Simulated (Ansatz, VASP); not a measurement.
**Te in VASP and in Ansatz**

The input INCAR:

```
ALGO = Normal
EDIFF = 1E-6
ENCUT = 520
GGA = PE
ISIF = 2
ISMEAR = -1
LASPH = True
LCHARG = False
LREAL = False
LWAVE = False
NBANDS = 16
NELM = 100
PREC = Accurate
SIGMA = 0.08
```

The input KPOINTS:

```
k-points
0
Gamma
  9 9 6
```

POSCAR

```
Te
1.0
    4.4579994587      0.0000000000      0.0000000000
   -2.2289997294      3.8607407813      0.0000000000
    0.0000000000      0.0000000000      5.9842500000
Te
3
Direct
    0.7450000000      0.0000000000      0.3333333333
    0.0000000000      0.7450000000      0.6666666667
    0.2550000000      0.2550000000      0.0000000000
```

Input for Ansatz:

```yaml
crystal:
  lattice:
    - [4.4579994587, 0.0, 0.0]
    - [-2.2289997294, 3.8607407813, 0.0]
    - [0.0, 0.0, 5.98425]
  atoms:
    - { symbol: Te, position: [0.745, 0.0, 0.3333333333] }
    - { symbol: Te, position: [0.0, 0.745, 0.6666666667] }
    - { symbol: Te, position: [0.255, 0.255, 0.0] }
kpoints:
  mp_grid: { grid: [9, 9, 6] }
  band_path:
    path:
      - [0.0, 0.0, 0.0]
      - [0.5, 0.0, 0.0]
      - [0.3333333333, 0.3333333333, 0.0]
      - [0.0, 0.0, 0.0]
      - [0.0, 0.0, 0.5]
      - [0.5, 0.0, 0.5]
      - [0.3333333333, 0.3333333333, 0.5]
      - [0.0, 0.0, 0.5]
      - [0.5, 0.0, 0.5]
    npoints: 5
scf:
  occupations: { method: fermi_dirac, width: 0.08 }
hamiltonian:
  xc: pbe
  pseudopotentials: { kind: all_electron, lapw: { basis_error: 0.0005 } }
output:
  forces: true
  stress: true
  eigenvalues: true
```

Change from the starting cell: zz strain of +1 %.

Alike in both runs: task single point; functional PBE; k mesh 9 × 9 × 6; occupations fermi-dirac, width 0.08 eV; no spin polarisation.

```csv
,VASP,Ansatz
version,VASP 6.6.1,Ansatz 0.2.0
potentials or method,"VASP PAW PBE potentials, release 64 (Te), cutoff 520 eV","all-electron LAPW, scalar-relativistic"
```

VASP gave:

- pressure (GPa): 2.4
- traceless stress, the component that is largest in VASP (GPa): 0.39
- rms of the force components (eV/Å): 0.314

Estimate Ansatz's values.

pressure (GPa): 2.4; traceless stress, the component that is largest in VASP (GPa): 0.35; rms of the force components (eV/Å): 0.301.

Atom by atom the forces differ by 0.012 eV/Å (rms over components). Ansatz ran all-electron here, and VASP with PAW potentials.

Neither program's run includes spin-orbit coupling.
